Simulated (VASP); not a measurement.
Wanted: the native input for a VASP 6.6.1 run.

- Task: single point
- Functional: PBE
- Potentials or basis: VASP PAW PBE potentials, release 64 (Ta_pv, N)
- Cutoff: 520 eV
- k mesh: 6 × 6 × 9
- Occupations: fermi-dirac, width 0.01 eV
- Spin: no spin polarisation
- Dipole correction: no
- Further INCAR settings: ALGO = Normal; EDIFF = 1e-07; NBANDS = 33

The structure of TaN lies in POSCAR:

```
TaN
1.0
    5.1960008669      0.0000000000      0.0000000000
   -2.5980004334      4.4998687488      0.0000000000
    0.0000000000      0.0000000000      2.8236700000
Ta N
3 3
Direct
    0.3333333333      0.6666666667      0.5000000000
    0.6666666667      0.3333333333      0.5000000000
    0.0000000000      0.0000000000      0.0000000000
    0.3928500000      0.0000000000      0.0000000000
    0.6071500000      0.6071500000      0.0000000000
    0.0000000000      0.3928500000      0.0000000000
```

This cell differs from its parent crystal: zz strain of -3 %.

These files were run (other wordings do the same):

INCAR

```
PREC = Accurate
ENCUT = 520
EDIFF = 1E-7
ISMEAR = -1
SIGMA = 0.01
LREAL = F
LASPH = T
NELM = 80
ALGO = Normal
ISIF = 2
LWAVE = F
LCHARG = F
GGA = PE
NBANDS = 33
```

KPOINTS

```
Automatic mesh
0
Gamma
  6 6 9
```

Potentials or basis: VASP PAW PBE potentials, release 64 (Ta_pv, N).

Run with:

```console
$ cat potpaw_PBE.64/Ta_pv/POTCAR potpaw_PBE.64/N/POTCAR > POTCAR
$ mpirun -np 1 vasp_std > vasp.out
```

Results of the run:

The pressure is 17.3 GPa and the largest force is 0.027 eV/Å. The band gap on the k mesh is zero (band 24 reaches 10.50 eV, above the bottom of band 25 at 7.22 eV).

Caveat: the cell differs from its parent crystal (zz strain of -3 %); spin-orbit coupling is left out, which moves the levels of the heavy elements.

It took 32 s on 1 thread of Intel(R) Xeon(R) 6975P-C (Granite Rapids), on a shared host, peak memory 0.22 GiB.
